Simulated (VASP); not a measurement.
# Sc2Si3Se (P6/mmm) in VASP: relaxation of cell and atoms with PBE

Aim: the relaxation of cell and atoms of Sc2Si3Se with PBE.

Program: VASP 6.6.1. These are calculated values, not measurements. Logs are shortened: lines on timing, memory, paths and dates and some standing lists are left out, and cuts for length are marked.

## (1) The cell of the first run

The structure is hexagonal, space group P6/mmm (No. 191). Conventional cell: a = 5.206 Å, b = 5.206 Å, c = 4.823 Å, α = 90.00°, β = 90.00°, γ = 120.00°. Sc (site symmetry -6m2) has 6 Si at 2.84 Å and 3 Sc at 3.01 Å and 3 Se at 3.01 Å within 3.7 Å. Si (site symmetry mmm) has 4 Si at 2.60 Å and 4 Sc at 2.84 Å within 3.4 Å. Se (site symmetry 6/mmm) has 6 Sc at 3.01 Å and 12 Si at 3.55 Å within 4.0 Å.

The cell was generated, and may not be a known phase.

## (2) Relaxation of cell and atoms, PBE

Contents of INCAR:

```
PREC = Accurate
ENCUT = 600
EDIFF = 1E-7
ISMEAR = 0
SIGMA = 0.1
LREAL = False
LASPH = True
NELM = 100
ALGO = Normal
ISIF = 3
LWAVE = False
LCHARG = False
GGA = PE
IBRION = 2
NSW = 100
EDIFFG = -0.01
```

Contents of KPOINTS:

```
Automatic mesh
0
Gamma
  12 12 8
```

Contents of POSCAR:

```
Sc2Si3Se
1.0
    5.2058305767      0.0000000000      0.0000000000
   -2.6029152884      4.5083815272      0.0000000000
    0.0000000000      0.0000000000      4.8228980229
Sc Si Se
2 3 1
Direct
    0.6666666667      0.3333333333      0.0000000000
    0.3333333333      0.6666666667      0.0000000000
    0.0000000000      0.5000000000      0.5000000000
    0.5000000000      0.0000000000      0.5000000000
    0.5000000000      0.5000000000      0.5000000000
    0.0000000000      0.0000000000      0.0000000000
```

Potentials or basis: VASP PAW PBE potentials, release 64 (Sc_sv, Si, Se).

Command:

```bash
$ cat potpaw_PBE.64/Sc_sv/POTCAR potpaw_PBE.64/Si/POTCAR potpaw_PBE.64/Se/POTCAR > POTCAR
$ mpirun -np 1 vasp_std > vasp.out
```

OUTCAR:

```text
PREC = Accurate
   ENCUT = 600
   EDIFF = 1E-7
   ISMEAR = 0
   LREAL = False
   LASPH = True
   NELM = 100
   ISIF = 3
   GGA = PE
   IBRION = 2
   NSW = 100
   EDIFFG = -0.01

 ion  position               nearest neighbor table
   1  0.667  0.333  0.000-   3 2.84   3 2.84   4 2.84   4 2.84   5 2.84   5 2.84   2 3.01   2 3.01
                             6 3.01   6 3.01   6 3.01   2 3.01
   2  0.333  0.667  0.000-   3 2.84   3 2.84   4 2.84   4 2.84   5 2.84   5 2.84   1 3.01   1 3.01
                             6 3.01   6 3.01   6 3.01   1 3.01
   3  0.000  0.500  0.500-   4 2.60   4 2.60   5 2.60   5 2.60   1 2.84   2 2.84   1 2.84   2 2.84

   4  0.500  0.000  0.500-   3 2.60   3 2.60   5 2.60   5 2.60   1 2.84   2 2.84   1 2.84   2 2.84

   5  0.500  0.500  0.500-   3 2.60   3 2.60   4 2.60   4 2.60   1 2.84   2 2.84   1 2.84   2 2.84

   6  0.000  0.000  0.000-   1 3.01   2 3.01   1 3.01   2 3.01   1 3.01   2 3.01

  LATTYP: Found a hexagonal cell.
 ALAT       =     5.2058305767
 C/A-ratio  =     0.9264416027

  Lattice vectors:

 A1 = (   5.2058305767,   0.0000000000,   0.0000000000)
 A2 = (  -2.6029152884,   4.5083815272,   0.0000000000)
 A3 = (   0.0000000000,   0.0000000000,   4.8228980229)

Analysis of symmetry for initial positions (statically):
=====================================================================
 Subroutine PRICEL returns:
 Original cell was already a primitive cell.

 Routine SETGRP: Setting up the symmetry group for a
 hexagonal supercell.

 Subroutine GETGRP returns: Found 24 space group operations
 (whereof 24 operations were pure point group operations)
 out of a pool of 24 trial point group operations.

The static configuration has the point symmetry D_6h.

Analysis of symmetry for dynamics (positions and initial velocities):
=====================================================================
 Subroutine PRICEL returns:
 Original cell was already a primitive cell.

 Routine SETGRP: Setting up the symmetry group for a
 hexagonal supercell.

 Subroutine GETGRP returns: Found 24 space group operations
 (whereof 24 operations were pure point group operations)
 out of a pool of 24 trial point group operations.

The dynamic configuration has the point symmetry D_6h.

 Subroutine INISYM returns: Found 24 space group operations
 (whereof 24 operations are pure point group operations),
 and found     1 'primitive' translations

----------------------------------------------------------------------------------------

                                     Primitive cell

  volume of cell :     113.1928

  direct lattice vectors                    reciprocal lattice vectors
     5.205830577  0.000000000  0.000000000     0.192092306  0.110904545  0.000000000
    -2.602915288  4.508381527  0.000000000     0.000000000  0.221809089  0.000000000
     0.000000000  0.000000000  4.822898023     0.000000000  0.000000000  0.207344214

  length of vectors
     5.205830577  5.205830577  4.822898023     0.221809089  0.221809089  0.207344214

  position of ions in fractional coordinates (direct lattice)
     0.666666667  0.333333333  0.000000000
     0.333333333  0.666666667  0.000000000
     1.000000000  0.500000000  0.500000000
     0.500000000  0.000000000  0.500000000
     0.500000000  0.500000000  0.500000000
     0.000000000  0.000000000  0.000000000

  ion indices of the primitive-cell ions
   primitive index   ion index
                 1           1
                 2           2
                 3           3
                 4           4
                 5           5
                 6           6

----------------------------------------------------------------------------------------

 KPOINTS: Automatic mesh

Automatic generation of k-mesh.
 Grid dimensions read from file:
 generate k-points for:   12   12    8

 Generating k-lattice:

  Cartesian coordinates                     Fractional coordinates (reciprocal lattice)
     0.016007692  0.009242045  0.000000000     0.083333333  0.000000000  0.000000000
     0.000000000  0.018484091  0.000000000     0.000000000  0.083333333  0.000000000
     0.000000000  0.000000000  0.025918027     0.000000000  0.000000000  0.125000000

  Length of vectors
     0.018484091  0.018484091  0.025918027

  Shift w.r.t. Gamma in fractional coordinates (k-lattice)
     0.000000000  0.000000000  0.000000000

 Subroutine IBZKPT returns following result:
 ===========================================

 Found     95 irreducible k-points:

 Following reciprocal coordinates:
            Coordinates               Weight
  0.000000  0.000000  0.000000      1.000000
  0.083333  0.000000  0.000000      6.000000
  0.166667  0.000000  0.000000      6.000000
  0.250000  0.000000  0.000000      6.000000
  0.333333  0.000000  0.000000      6.000000
  0.416667  0.000000  0.000000      6.000000
[... 16 lines left out ...]
  0.250000  0.000000  0.125000     12.000000
  0.333333  0.000000  0.125000     12.000000
 [... further k-points ...]
   k-points           NKPTS =     95   k-points in BZ     NKDIM =     95   number of bands    NBANDS=     24
   number of dos      NEDOS =    301   number of ions     NIONS =      6
   total plane-waves  NPLWV =  70560
   dimension x,y,z NGX =    42 NGY =   42 NGZ =   40
   dimension x,y,z NGXF=    84 NGYF=   84 NGZF=   80
   ions per type =               2   3   1
   NGX,Y,Z   is equivalent  to a cutoff of  13.41, 13.41, 13.79 a.u.
   NGXF,Y,Z  is equivalent  to a cutoff of  26.83, 26.83, 27.58 a.u.
 SYSTEM =  unknown system
   PREC   = accura    normal or accurate (medium, high low for compatibility)
   ISTART =      0    job   : 0-new  1-cont  2-samecut
   ICHARG =      2    charge: 1-file 2-atom 10-const
   ISPIN  =      1    spin polarized calculation?
   LNONCOLLINEAR =      F non collinear calculations
   LSORBIT =      F    spin-orbit coupling
   LASPH  =      T    aspherical Exc in radial PAW
   ENCUT  =  600.0 eV  44.10 Ry    6.64 a.u.  10.40 10.40  9.63*2*pi/ulx,y,z
   NELM   =    100;   NELMIN=  2; NELMDL= -5     # of ELM steps
   EDIFF  = 0.1E-06   stopping-criterion for ELM
   LREAL  =      F    real-space projection
   EDIFFG = -.1E-01   stopping-criterion for IOM
   NSW    =    100    number of steps for IOM
   IBRION =      2    ionic relax: 0-MD 1-quasi-New 2-CG
   NFREE  =      1    steps in history (QN), initial steepest desc. (CG)
   ISIF   =      3    stress and relaxation
   ISYM   =      2    0-nonsym 1-usesym 2-fastsym
   POTIM  = 0.5000    time-step for ionic-motion
   TEBEG  =    0.0;   TEEND  =   0.0 temperature during run
   PSTRESS=    0.0 pullay stress
   NELECT =      40.0000    total number of electrons
   NUPDOWN=      -1.0000    fix difference up-down
   EMIN   =  10.00;   EMAX   =-10.00  energy-range for DOS
   EFERMI =   0.00;   METHOD = LEGACY
   ISMEAR =     0;   SIGMA  =   0.10  broadening in eV -4-tet -1-fermi 0-gaus
   EFERMI_NEDOS =   21; number of points for ismear=-14 and -15
   IALGO  =     38    algorithm
   IMIX   =      4    mixing-type and parameters
     AMIX     =   0.40;   BMIX     =  1.00
     AMIX_MAG =   1.60;   BMIX_MAG =  1.00
  volume/ion in A,a.u.               =      18.87       127.31
  Fermi-wavevector in a.u.,A,eV,Ry     =   1.157414  2.187195 18.226449  1.339606
  Thomas-Fermi vector in A             =   2.294025
   LORBIT       =      0    0 simple, 1 ext, 2 COOP (PROOUT), +10 PAW based schemes
   GGA     = PE    functional components
   LHFCALC =     F    Hartree Fock is set to
   AEXX    =    0.0000 exact exchange contribution
   IVDW    =     0    specifies the selected vdW correction
   LEPSILON=     F    determine dielectric tensor
   LRPA    =     F    only Hartree local field effects (RPA)
 conjugate gradient relaxation of ions
 non-spin polarized calculation
 Gauss-broadening in eV      SIGMA  =   0.10
  energy-cutoff  :      600.00
  volume of cell :      113.19
 maximum number of plane-waves:      3823
 NGX is ok and might be reduce to    42
   NGX = 21   NGY = 21   NGZ = 19

--------------------------------------- Ionic step        1  -------------------------------------------

 number of electron      40.0000006 magnetization

 Free energy of the ion-electron system (eV)
  ---------------------------------------------------
  ext. energy  EPLUGINS =         0.00000000
  ---------------------------------------------------
  free energy    TOTEN  =       -34.25119013 eV

  energy without entropy =      -34.22074394  energy(sigma->0) =      -34.23596703

------------------------ aborting loop because EDIFF is reached ----------------------------------------

  FORCE on cell =-STRESS in cart. coord.  units (eV):
  Direction    XX          YY          ZZ          XY          YZ          ZX
  --------------------------------------------------------------------------------------
  -------------------------------------------------------------------------------------
  Total        0.0615086      0.0615086      0.2897284     -0.0000000     -0.0000000      0.0000000
  in kB        0.8706184      0.8706184      4.1009348     -0.0000000     -0.0000000      0.0000000
  external PRESSURE =       1.9473905 kB  Pullay stress =       0.0000000 kB
[... 105 lines left out ...]
  energy  without entropy=      -34.2212729447  energy(sigma->0) =      -34.23637857

--------------------------------------- Ionic step        4  -------------------------------------------

 number of electron      40.0000005 magnetization

 Free energy of the ion-electron system (eV)
  ---------------------------------------------------
  ext. energy  EPLUGINS =         0.00000000
  ---------------------------------------------------
  free energy    TOTEN  =       -34.25154261 eV

  energy without entropy =      -34.22145891  energy(sigma->0) =      -34.23650076

 E-fermi :   5.9373     XC(G=0): -10.4097

 val. band max:        5.9277966699   @ k =   0.3333   0.0000   0.2500
 cond. band min:       5.9379817177   @ k =   0.3333   0.0833   0.0000
 fundamental gap:      0.0101850478
 Fermi energy:         5.9372867617

 k-point     1 :       0.0000    0.0000    0.0000
  band No.  band energies     occupation
      1     -43.2987      2.00000
      2     -43.2178      2.00000
      3     -22.0895      2.00000
      4     -22.0895      2.00000
      5     -21.9692      2.00000
      6     -21.8795      2.00000
[... 637 lines left out ...]
     23       7.4915      0.00000
     24       7.9517      0.00000

 [... further k-points ...]

------------------------ aborting loop because EDIFF is reached ----------------------------------------

  FORCE on cell =-STRESS in cart. coord.  units (eV):
  Direction    XX          YY          ZZ          XY          YZ          ZX
  --------------------------------------------------------------------------------------
  -------------------------------------------------------------------------------------
  Total       -0.0329253     -0.0329253      0.0158904      0.0000000     -0.0000000      0.0000000
  in kB       -0.4650116     -0.4650116      0.2244233      0.0000000     -0.0000000      0.0000000
  external PRESSURE =      -0.2352000 kB  Pullay stress =       0.0000000 kB
[... 21 lines left out ...]
  FREE ENERGIE OF THE ION-ELECTRON SYSTEM (eV)
  ---------------------------------------------------
  free  energy   TOTEN  =       -34.2515426139 eV

  energy  without entropy=      -34.2214589115  energy(sigma->0) =      -34.23650076

 reached required accuracy - stopping structural energy minimisation
```

It took 23 min on 1 thread of Intel Xeon 8259CL, shared host; peak memory 0.5 GiB.

Results:

| Property | Result |
| --- | --- |
| Free energy | -34.2515 eV |
| Relaxed volume | 18.91 Å³/atom |
| Relaxed cell | a = 5.205 Å, b = 5.205 Å, c = 4.834 Å, α = 90.00°, β = 90.00°, γ = 120.00° |
| Space group after relaxing (to 0.1 Å) | P6/mmm (No. 191) |
| Energy gained by relaxing | 0.1 meV/atom |
| Ionic steps | 4 |
| Pressure after relaxing | 0.0 GPa |
| Band gap on the k mesh | zero (bands 20 and 21 overlap by 1.16 eV) |

Step by step:
| step | energy change (eV) | largest force (eV/Å) | pressure (GPa) | volume (Å³) |
| --- | --- | --- | --- | --- |
| 1 | 0.0000 | 0.0000 | 0.19 | 113.19 |
| 2 | -0.0003 | 0.0000 | -0.11 | 113.57 |
| 3 | -0.0003 | 0.0000 | -0.05 | 113.50 |
| 4 | -0.0004 | 0.0000 | -0.02 | 113.44 |

Final structure:
```xyz
6
Lattice="5.2054 0.0000 0.0000 -2.6027 4.5080 0.0000 0.0000 0.0000 4.8343" Properties=species:S:1:pos:R:3 pbc="T T T"
Sc    2.6027    1.5027    0.0000
Sc    0.0000    3.0054    4.8343
Si   -1.3014    2.2540    2.4171
Si    2.6027    0.0000    2.4171
Si    1.3014    2.2540    2.4171
Se    0.0000    0.0000    0.0000
```
